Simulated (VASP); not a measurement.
# MoS2 (2H MoS2) (P6_3/mmc) in VASP: notebook

The runs below take MoS2 (2H MoS2) through single point, relaxation of the atoms, with PBE.

All numbers are computed with VASP 6.6.1; they aren't measurements. Logs are shortened: lines on timing, memory, paths and dates and some standing lists are left out, and cuts for length are marked.

**What was measured.**

From “Multiwavelength excitation Raman Scattering Analysis of bulk and 2 dimensional MoS2: Vibrational properties of atomically thin MoS2 layers”, 2015, arxiv:1506.03228, for a bulk crystal of MoS2 at 300 K: band gap 1.3 eV (indirect).

The runs below are set against these values where they give the same quantity.

## Step 1: The cell of the first run

It takes space group P6_3/mmc (No. 194, hexagonal). The conventional cell has a = 3.169 Å, b = 3.169 Å, c = 12.324 Å, α = 90.00°, β = 90.00°, γ = 120.00°. Mo (site symmetry -6m2) has 6 S at 2.41 Å and 6 Mo at 3.17 Å within 3.2 Å. S (site symmetry 3m) has 3 Mo at 2.41 Å and 7 S at 3.12 to 3.17 Å within 3.2 Å.

## Step 2: Single point, PBE

Contents of INCAR:

```
PREC = Accurate ; ENCUT = 520
EDIFF = 1E-7 ; ISMEAR = 0
SIGMA = 0.01 ; LREAL = F
LASPH = T ; NELM = 60
ALGO = Normal ; ISIF = 2
LWAVE = F ; LCHARG = T
GGA = PE ; LELF = T
LVHAR = T ; NBANDS = 35
```

Contents of KPOINTS:

```
Automatic mesh
0
Gamma
  12 12 3
```

Contents of POSCAR:

```
MoS2
1.0
    3.1690000000      0.0000000000      0.0000000000
   -1.5845000000      2.7444345046      0.0000000000
    0.0000000000      0.0000000000     12.3240000000
Mo S
2 4
Direct
    0.3333333333      0.6666666667      0.2500000000
    0.6666666667      0.3333333333      0.7500000000
    0.3333333333      0.6666666667      0.6232749751
    0.6666666667      0.3333333333      0.1232749751
    0.3333333333      0.6666666667      0.8767250249
    0.6666666667      0.3333333333      0.3767250249
```

Potentials or basis: VASP PAW PBE potentials, release 64 (Mo_sv, S).

Started as:

```bash
$ cat potpaw_PBE.64/Mo_sv/POTCAR potpaw_PBE.64/S/POTCAR > POTCAR
$ mpirun -np 1 vasp_std > vasp.out
```

OUTCAR:

```text
PREC = Accurate
   ENCUT = 520
   EDIFF = 1E-7
   ISMEAR = 0
   LREAL = F
   LASPH = T
   NELM = 60
   ISIF = 2
   GGA = PE

 ion  position               nearest neighbor table
   1  0.333  0.667  0.250-   4 2.41   6 2.41   4 2.41   6 2.41   4 2.41   6 2.41
   2  0.667  0.333  0.750-   3 2.41   5 2.41   3 2.41   5 2.41   3 2.41   5 2.41
   3  0.333  0.667  0.623-   2 2.41   2 2.41   2 2.41
   4  0.667  0.333  0.123-   1 2.41   1 2.41   1 2.41
   5  0.333  0.667  0.877-   2 2.41   2 2.41   2 2.41
   6  0.667  0.333  0.377-   1 2.41   1 2.41   1 2.41

  LATTYP: Found a hexagonal cell.
 ALAT       =     3.1690000000
 C/A-ratio  =     3.8889239508

  Lattice vectors:

 A1 = (   3.1690000000,   0.0000000000,   0.0000000000)
 A2 = (  -1.5845000000,   2.7444345046,   0.0000000000)
 A3 = (   0.0000000000,   0.0000000000,  12.3240000000)

Analysis of symmetry for initial positions (statically):
=====================================================================
 Subroutine PRICEL returns:
 Original cell was already a primitive cell.

 Routine SETGRP: Setting up the symmetry group for a
 hexagonal supercell.

 Subroutine GETGRP returns: Found 24 space group operations
 (whereof 12 operations were pure point group operations)
 out of a pool of 24 trial point group operations.

The static configuration has the point symmetry D_3d.
 The point group associated with its full space group is D_6h.

Analysis of symmetry for dynamics (positions and initial velocities):
=====================================================================
 Subroutine PRICEL returns:
 Original cell was already a primitive cell.

 Routine SETGRP: Setting up the symmetry group for a
 hexagonal supercell.

 Subroutine GETGRP returns: Found 24 space group operations
 (whereof 12 operations were pure point group operations)
 out of a pool of 24 trial point group operations.

The dynamic configuration has the point symmetry D_3d.
 The point group associated with its full space group is D_6h.

 Subroutine INISYM returns: Found 24 space group operations
 (whereof 12 operations are pure point group operations),
 and found     1 'primitive' translations

----------------------------------------------------------------------------------------

                                     Primitive cell

  volume of cell :     107.1832

  direct lattice vectors                    reciprocal lattice vectors
     3.169000000  0.000000000  0.000000000     0.315556958  0.182186895  0.000000000
    -1.584500000  2.744434505  0.000000000     0.000000000  0.364373789  0.000000000
[... 98 lines left out ...]
   NFREE  =      0    steps in history (QN), initial steepest desc. (CG)
   ISIF   =      2    stress and relaxation
   ISYM   =      2    0-nonsym 1-usesym 2-fastsym
   POTIM  = 0.5000    time-step for ionic-motion
   TEBEG  =    0.0;   TEEND  =   0.0 temperature during run
   PSTRESS=    0.0 pullay stress
   NELECT =      52.0000    total number of electrons
   NUPDOWN=      -1.0000    fix difference up-down
   EMIN   =  10.00;   EMAX   =-10.00  energy-range for DOS
   EFERMI =   0.00;   METHOD = LEGACY
   ISMEAR =     0;   SIGMA  =   0.01  broadening in eV -4-tet -1-fermi 0-gaus
   EFERMI_NEDOS =   21; number of points for ismear=-14 and -15
   IALGO  =     38    algorithm
   IMIX   =      4    mixing-type and parameters
     AMIX     =   0.40;   BMIX     =  1.00
     AMIX_MAG =   1.60;   BMIX_MAG =  1.00
  volume/ion in A,a.u.               =      17.86       120.55
  Fermi-wavevector in a.u.,A,eV,Ry     =   1.286373  2.430893 22.514325  1.654756
  Thomas-Fermi vector in A             =   2.418452
   LORBIT       =      0    0 simple, 1 ext, 2 COOP (PROOUT), +10 PAW based schemes
   GGA     = PE    functional components
   LHFCALC =     F    Hartree Fock is set to
   AEXX    =    0.0000 exact exchange contribution
   IVDW    =     0    specifies the selected vdW correction
   LEPSILON=     F    determine dielectric tensor
   LRPA    =     F    only Hartree local field effects (RPA)
 non-spin polarized calculation
 Gauss-broadening in eV      SIGMA  =   0.01
  energy-cutoff  :      520.00
  volume of cell :      107.18
 maximum number of plane-waves:      2908
 NGX is ok and might be reduce to    24
   NGX = 11   NGY = 11   NGZ = 45

 number of electron      51.9999997 magnetization

 Free energy of the ion-electron system (eV)
  ---------------------------------------------------
  ext. energy  EPLUGINS =         0.00000000
  ---------------------------------------------------
  free energy    TOTEN  =       -43.61474992 eV

  energy without entropy =      -43.61474992  energy(sigma->0) =      -43.61474992

 E-fermi :   7.6366     XC(G=0): -10.8129

 val. band max:        7.4929448083   @ k =   0.0000   0.0000   0.0000
 cond. band min:       8.3946400580   @ k =   0.1667   0.1667   0.0000
 fundamental gap:      0.9016952497
 Fermi energy:         7.6365900844

 k-point     1 :       0.0000    0.0000    0.0000
  band No.  band energies     occupation
      1     -54.0197      2.00000
      2     -54.0197      2.00000
      3     -28.1697      2.00000
      4     -28.1696      2.00000
      5     -27.9512      2.00000
      6     -27.9512      2.00000
[... 901 lines left out ...]
     34      11.0247      0.00000
     35      14.1551      0.00000

 [... further k-points ...]

------------------------ aborting loop because EDIFF is reached ----------------------------------------

  FORCE on cell =-STRESS in cart. coord.  units (eV):
  Direction    XX          YY          ZZ          XY          YZ          ZX
  --------------------------------------------------------------------------------------
  -------------------------------------------------------------------------------------
  Total        1.2993395      1.2993395      1.7891683      0.0000000     -0.0000000     -0.0000000
  in kB       19.4225577     19.4225577     26.7445310      0.0000000     -0.0000000     -0.0000000
  external PRESSURE =      21.8632155 kB  Pullay stress =       0.0000000 kB

 VOLUME and BASIS-vectors are now :
 -----------------------------------------------------------------------------
  energy-cutoff  :      520.00
  volume of cell :      107.18
      direct lattice vectors                 reciprocal lattice vectors
     3.169000000  0.000000000  0.000000000     0.315556958  0.182186895  0.000000000
    -1.584500000  2.744434505  0.000000000     0.000000000  0.364373789  0.000000000
     0.000000000  0.000000000 12.324000000     0.000000000  0.000000000  0.081142486

 POSITION                                       TOTAL-FORCE (eV/Angst)
 -----------------------------------------------------------------------------------
     -0.00000      1.82962      3.08100         0.000000     -0.000000      0.000000
      1.58450      0.91481      9.24300        -0.000000      0.000000      0.000000
     -0.00000      1.82962      7.68124         0.000000     -0.000000      0.012563
      1.58450      0.91481      1.51924        -0.000000      0.000000      0.012563
     -0.00000      1.82962     10.80476         0.000000      0.000000     -0.012563
      1.58450      0.91481      4.64276        -0.000000      0.000000     -0.012563
 -----------------------------------------------------------------------------------
    total drift:                               -0.000000      0.000000     -0.000000

  FREE ENERGIE OF THE ION-ELECTRON SYSTEM (eV)
  ---------------------------------------------------
  free  energy   TOTEN  =       -43.6147499181 eV

  energy  without entropy=      -43.6147499181  energy(sigma->0) =      -43.61474992
```

OSZICAR:

```text
N       E                     dE             d eps       ncg     rms          rms(c)
DAV:   1     0.438038076981E+03    0.43804E+03   -0.29347E+04  2948   0.141E+03
DAV:   2    -0.237364409955E+02   -0.46177E+03   -0.44647E+03  3170   0.366E+02
DAV:   3    -0.460902301956E+02   -0.22354E+02   -0.21891E+02  3258   0.729E+01
DAV:   4    -0.465559556654E+02   -0.46573E+00   -0.46363E+00  3131   0.106E+01
DAV:   5    -0.465648240258E+02   -0.88684E-02   -0.88667E-02  3141   0.148E+00    0.340E+01
DAV:   6    -0.444053264821E+02    0.21595E+01   -0.12531E+01  2897   0.226E+01    0.127E+01
DAV:   7    -0.439835125654E+02    0.42181E+00   -0.57384E+00  2832   0.147E+01    0.813E+00
DAV:   8    -0.436127382376E+02    0.37077E+00   -0.86549E-01  2873   0.627E+00    0.295E+00
DAV:   9    -0.436231882698E+02   -0.10450E-01   -0.10463E-01  3096   0.161E+00    0.130E+00
DAV:  10    -0.436148165410E+02    0.83717E-02   -0.34391E-02  2966   0.125E+00    0.406E-01
DAV:  11    -0.436149333584E+02   -0.11682E-03   -0.19619E-03  2956   0.237E-01    0.234E-01
DAV:  12    -0.436147467366E+02    0.18662E-03   -0.48555E-04  2977   0.128E-01    0.114E-01
DAV:  13    -0.436147455463E+02    0.11903E-05   -0.17165E-04  3092   0.662E-02    0.841E-03
DAV:  14    -0.436147491732E+02   -0.36269E-05   -0.11563E-05  2995   0.158E-02    0.182E-02
DAV:  15    -0.436147498519E+02   -0.67870E-06   -0.73478E-07  2744   0.386E-03    0.117E-02
DAV:  16    -0.436147499181E+02   -0.66150E-07   -0.80324E-07  2880   0.538E-03
   1 F= -.43614750E+02 E0= -.43614750E+02  d E =-.318984E-94
```

It took 58 s on 1 thread of Intel Xeon 6975P-C (Granite Rapids), shared host; peak memory 0.28 GiB.

What came out:

- Free energy: -43.6147 eV
- Pressure: 2.2 GPa
- Largest force: 0.013 eV/Å
- Band gap on the k mesh: 0.90 eV, indirect (least direct gap 1.65 eV)

Forces in eV/Å, atoms in the order of the input:
```
Mo   0.000  0.000  0.000
Mo   0.000  0.000  0.000
S    0.000  0.000  0.013
S    0.000  0.000  0.013
S    0.000  0.000 -0.013
S    0.000  0.000 -0.013
```

Stress tensor (GPa, compression positive):
```
1.94 0.00 0.00
0.00 1.94 0.00
0.00 0.00 2.67
```

Levels at points of the mesh, in eV from the valence-band top:
```tsv
k point	band 23	band 24	band 25	band 26	band 27	band 28	band 29	band 30
(0.00, 0.00, 0.00)	-2.14	-1.19	-1.13	0.00	2.10	2.10	2.13	2.13
(0.50, 0.00, 0.00)	-1.74	-1.54	-1.40	-1.27	1.60	1.65	2.01	2.26
```

Caveat: this functional lacks dispersion, which binds the layers, so the pressure and a relaxed spacing across them are unreliable.

## Step 3: Relaxation of the atoms, PBE

Contents of INCAR:

```
SYSTEM = MoS2
PREC     = Accurate       ! precision mode
ENCUT    = 520            ! plane-wave cutoff, eV
EDIFF    = 1E-7           ! SCF threshold, eV
ISMEAR   = 0              ! smearing method
SIGMA    = 0.01           ! smearing width, eV
LREAL    = .FALSE.        ! projectors in reciprocal space
LASPH    = .TRUE.         ! aspherical terms in the spheres
NELM     = 60             ! most SCF steps
ALGO     = Normal         ! electronic algorithm
ISIF     = 2              ! what is computed and relaxed
LWAVE    = .FALSE.        ! write WAVECAR
LCHARG   = .FALSE.        ! write CHGCAR
GGA      = PE             ! functional
IBRION   = 2              ! ionic algorithm
NSW      = 60             ! ionic steps
EDIFFG   = -0.001         ! ionic threshold
```

Contents of KPOINTS:

```
regular mesh
0
G
  12 12 3
  0 0 0
```

Contents of POSCAR:

```
MoS2
1.0
    3.1690000000      0.0000000000      0.0000000000
   -1.5845000000      2.7444345046      0.0000000000
    0.0000000000      0.0000000000     12.3240000000
Mo S
2 4
Direct
    0.3333333333      0.6666666667      0.2500000000
    0.6666666667      0.3333333333      0.7500000000
    0.3333333333      0.6666666667      0.6230000000
    0.6666666667      0.3333333333      0.1230000000
    0.3333333333      0.6666666667      0.8770000000
    0.6666666667      0.3333333333      0.3770000000
```

Potentials or basis: VASP PAW PBE potentials, release 64 (Mo_sv, S).

Started as:

```bash
$ cat potpaw_PBE.64/Mo_sv/POTCAR potpaw_PBE.64/S/POTCAR > POTCAR
$ mpirun -np 1 vasp_std > vasp.out
```

It took 4.9 min on 1 thread of Oxide Virtual Turin-like, shared host; peak memory 0.25 GiB.

It converged, with:

```
Free energy               : -43.6148 eV
Energy gained by relaxing : 0.1 meV/atom
Ionic steps               : 3
Pressure after relaxing   : 2.2 GPa
Band gap on the k mesh    : 0.90 eV, indirect (least direct gap 1.65 eV)
```

Stress tensor (GPa, compression positive):
```
1.98 0.00 0.00
0.00 1.98 0.00
0.00 0.00 2.77
```

Step by step:
| step | energy change (eV) | largest force (eV/Å) | pressure (GPa) |
| --- | --- | --- | --- |
| 1 | 0.0000 | 0.0778 | 1.86 |
| 2 | -0.0006 | 0.0055 | 2.22 |
| 3 | -0.0006 | 0.0001 | 2.24 |

Final structure:
```
Mo S
1.0
     3.16900    0.00000    0.00000
    -1.58450    2.74443    0.00000
     0.00000    0.00000   12.32400
Mo S
2 4
Direct
  0.33333 0.66667 0.25000
  0.66667 0.33333 0.75000
  0.33333 0.66667 0.62333
  0.66667 0.33333 0.12333
  0.33333 0.66667 0.87667
  0.66667 0.33333 0.37667
```

Levels at points of the mesh, in eV from the valence-band top:
```tsv
k point	band 24	band 25	band 26	band 27	band 28	band 29
(0.00, 0.00, 0.00)	-1.19	-1.13	0.00	2.10	2.10	2.13
(0.50, 0.00, 0.00)	-1.55	-1.40	-1.28	1.60	1.65	2.01
```

Caveat: this functional lacks dispersion, which binds the layers, so the pressure and a relaxed spacing across them are unreliable.

## Step 4: How close it comes

Step 2. Measured gap of MoS2: 1.3 eV (indirect; 300 K; “Multiwavelength excitation Raman Scattering Analysis of bulk and 2 dimensional MoS2: Vibrational properties of atomically thin MoS2 layers”, 2015, arxiv:1506.03228). This calculation gives 0.90 eV (-0.40 eV). Spin-orbit coupling on Mo is left out. The value is that of PBE on a finite k mesh, which can miss the band edges, without temperature or zero-point motion. Semilocal functionals fall short of measured gaps as a rule.

Step 3. Against the measured gap of MoS2, 1.3 eV (indirect; 300 K; “Multiwavelength excitation Raman Scattering Analysis of bulk and 2 dimensional MoS2: Vibrational properties of atomically thin MoS2 layers”, 2015, arxiv:1506.03228), the calculated 0.90 eV is off by -0.40 eV. Spin-orbit coupling on Mo is left out. The value is that of PBE on a finite k mesh, which can miss the band edges, without temperature or zero-point motion. Semilocal functionals fall short of measured gaps as a rule.
